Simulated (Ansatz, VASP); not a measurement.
**Two plane-wave programs on Mg16O**

INCAR

```
SYSTEM = Mg16O
PREC = Accurate
ENCUT = 520
EDIFF = 1E-6
ISMEAR = 0
SIGMA = 0.1
LREAL = Auto
LASPH = .True.
NELM = 100
ALGO = Normal
ISIF = 2
LWAVE = .False.
LCHARG = .False.
LDIPOL = .True.
IDIPOL = 3
DIPOL = 0.5 0.5 0.333
GGA = PE
NBANDS = 33
```

The input KPOINTS:

```
Automatic mesh
0
Gamma
  6 6 1
  0 0 0
```

File POSCAR:

```
Mg16O
1.0
    6.4201385705      0.0000000000      0.0000000000
   -3.2100692852      5.5600030979      0.0000000000
    0.0000000000      0.0000000000     24.7147783802
Mg O
16 1
Direct
    0.3333333333      0.1666666667      0.1618464847
    0.3333333333      0.6666666667      0.1618464847
    0.8333333333      0.1666666667      0.1618464847
    0.8333333333      0.6666666667      0.1618464847
    0.1666666667      0.3333333333      0.2657906286
    0.1666666667      0.8333333333      0.2657906286
    0.6666666667      0.3333333333      0.2657906286
    0.6666666667      0.8333333333      0.2657906286
    0.3333333333      0.1666666667      0.3682830748
    0.3333333333      0.6666666667      0.3682830748
    0.8333333333      0.1666666667      0.3682830748
    0.8333333333      0.6666666667      0.3682830748
    0.1666666667      0.3333333333      0.4739989249
    0.1666666667      0.8333333333      0.4739989249
    0.6666666667      0.3333333333      0.4739989249
    0.6666666667      0.8333333333      0.4739989249
    0.1666666667      0.3333333333      0.5804129885
```

Input for Ansatz:

```yaml
crystal:
  lattice:
    - [6.4201385705, 0.0, 0.0]
    - [-3.2100692852, 5.5600030979, 0.0]
    - [0.0, 0.0, 24.7147783802]
  atoms:
    - { symbol: Mg, position: [0.3333333333, 0.1666666667, 0.1618464847] }
    - { symbol: Mg, position: [0.3333333333, 0.6666666667, 0.1618464847] }
    - { symbol: Mg, position: [0.8333333333, 0.1666666667, 0.1618464847] }
    - { symbol: Mg, position: [0.8333333333, 0.6666666667, 0.1618464847] }
    - { symbol: Mg, position: [0.1666666667, 0.3333333333, 0.2657906286] }
    - { symbol: Mg, position: [0.1666666667, 0.8333333333, 0.2657906286] }
    - { symbol: Mg, position: [0.6666666667, 0.3333333333, 0.2657906286] }
    - { symbol: Mg, position: [0.6666666667, 0.8333333333, 0.2657906286] }
    - { symbol: Mg, position: [0.3333333333, 0.1666666667, 0.3682830748] }
    - { symbol: Mg, position: [0.3333333333, 0.6666666667, 0.3682830748] }
    - { symbol: Mg, position: [0.8333333333, 0.1666666667, 0.3682830748] }
    - { symbol: Mg, position: [0.8333333333, 0.6666666667, 0.3682830748] }
    - { symbol: Mg, position: [0.1666666667, 0.3333333333, 0.4739989249] }
    - { symbol: Mg, position: [0.1666666667, 0.8333333333, 0.4739989249] }
    - { symbol: Mg, position: [0.6666666667, 0.3333333333, 0.4739989249] }
    - { symbol: Mg, position: [0.6666666667, 0.8333333333, 0.4739989249] }
    - { symbol: O, position: [0.1666666667, 0.3333333333, 0.5804129885] }
basis:
  ecutwfc: 420
kpoints:
  mp_grid: { grid: [6, 6, 1] }
hamiltonian:
  xc: pbe
scf:
  occupations: { method: gaussian, width: 0.1 }
output:
  forces: true
  eigenvalues: true
efield:
  axis: 3
  dipole_correction: true
  ramp_width: 0.04
```

Alike in both runs: task single point; functional PBE; k mesh 6 × 6 × 1; occupations gaussian, width 0.1 eV; no spin polarisation.

|  | VASP | Ansatz |
| --- | --- | --- |
| version | VASP 6.6.1 | Ansatz 0.2.0 |
| potentials or method | VASP PAW PBE potentials, release 64 (Mg, O), cutoff 520 eV | scalar-relativistic, plane waves, PAW |
| valence electrons in the cell | 38 | 166 |

VASP gave:

| Item | Value |
| --- | --- |
| gap on the k mesh at the Fermi level (eV) | none |
| rms of the force components (eV/Å) | 0.467 |

Estimate Ansatz's values.

gap on the k mesh at the Fermi level (eV): none; rms of the force components (eV/Å): 0.469.

Atom by atom the forces differ by 0.003 eV/Å (rms over components). A gap of «none» marks a metal or a gap that the smearing closes. VASP's potentials hold 38 valence electrons a cell and Ansatz's 166, so a difference there can come from the potentials and not from the codes.
